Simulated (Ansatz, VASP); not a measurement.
## LiNbO3: VASP beside Ansatz

The input INCAR:

```
SYSTEM = LiNbO3
  PREC = Accurate
  ENCUT = 520
  EDIFF = 1E-6
  ISMEAR = 0
  SIGMA = 0.05
  LREAL = .FALSE.
  LASPH = .TRUE.
  NELM = 80
  ALGO = Normal
  ISIF = 2
  LWAVE = .FALSE.
  LCHARG = .TRUE.
  GGA = PE
  LELF = .TRUE.
  LVHAR = .TRUE.
  NBANDS = 45
```

File KPOINTS:

```
regular mesh
0
G
  6 6 6
  0 0 0
```

The input POSCAR:

```
LiNbO3
1.0
    2.6777032331      1.5459726825      4.6686648437
   -2.6777032331      1.5459726825      4.6686648437
    0.0000000000     -3.0919453649      4.6686648438
Li Nb O
2 2 6
Direct
    0.2815913687      0.2815913687      0.2815913687
    0.7815913687      0.7815913687      0.7815913687
    0.0004900497      0.0004900497      0.0004900497
    0.5004900497      0.5004900497      0.5004900497
    0.1104619503      0.3580262714      0.7211003599
    0.7211003599      0.1104619503      0.3580262714
    0.3580262714      0.7211003599      0.1104619503
    0.2211003599      0.8580262714      0.6104619503
    0.8580262714      0.6104619503      0.2211003599
    0.6104619503      0.2211003599      0.8580262714
```

Input for Ansatz:

```yaml
crystal:
  lattice:
    - [2.6777032331, 1.5459726825, 4.6686648437]
    - [-2.6777032331, 1.5459726825, 4.6686648437]
    - [0.0, -3.0919453649, 4.6686648438]
  atoms:
    - { symbol: Li, position: [0.2815913687, 0.2815913687, 0.2815913687] }
    - { symbol: Li, position: [0.7815913687, 0.7815913687, 0.7815913687] }
    - { symbol: Nb, position: [0.0004900497, 0.0004900497, 0.0004900497] }
    - { symbol: Nb, position: [0.5004900497, 0.5004900497, 0.5004900497] }
    - { symbol: O, position: [0.1104619503, 0.3580262714, 0.7211003599] }
    - { symbol: O, position: [0.7211003599, 0.1104619503, 0.3580262714] }
    - { symbol: O, position: [0.3580262714, 0.7211003599, 0.1104619503] }
    - { symbol: O, position: [0.2211003599, 0.8580262714, 0.6104619503] }
    - { symbol: O, position: [0.8580262714, 0.6104619503, 0.2211003599] }
    - { symbol: O, position: [0.6104619503, 0.2211003599, 0.8580262714] }
basis:
  ecutwfc: 520.0
kpoints:
  mp_grid: { grid: [6, 6, 6] }
hamiltonian:
  xc: pbe
  pseudopotentials: { kind: paw, azcp: { folder: soft_1 } }
scf:
  occupations: { method: gaussian, width: 0.05 }
output:
  forces: true
  stress: true
  eigenvalues: true
  write_density: true
  write_potential: true
  elf: true
  volumetric_format: npy
```

Alike in both runs: task single point; functional PBE; k mesh 6 × 6 × 6; occupations gaussian, width 0.05 eV; no spin polarisation.

|  | VASP | Ansatz |
| --- | --- | --- |
| version | VASP 6.6.1 | Ansatz 0.2.0 |
| potentials or method | VASP PAW PBE potentials, release 64 (Li_sv, Nb_sv, O), cutoff 520 eV | scalar-relativistic, plane waves, PAW |
| valence electrons in the cell | 68 | 68 |

|  | VASP | Ansatz | Ansatz less VASP |
| --- | --- | --- | --- |
| gap on the k mesh at the Fermi level (eV) | 3.24 | 3.25 | +0.013 |
| least direct gap on the mesh (eV) | 3.29 | 3.30 | +0.011 |
| rms of the force components (eV/Å) | 0.400 | 0.402 | +0.0020 |

Atom by atom the forces differ by 0.008 eV/Å (rms over components). The functional is the same, so the differences come from potentials, cutoffs and numerics.

Noted on VASP's run: the cutoff is short for stress, so the pressure is rough.
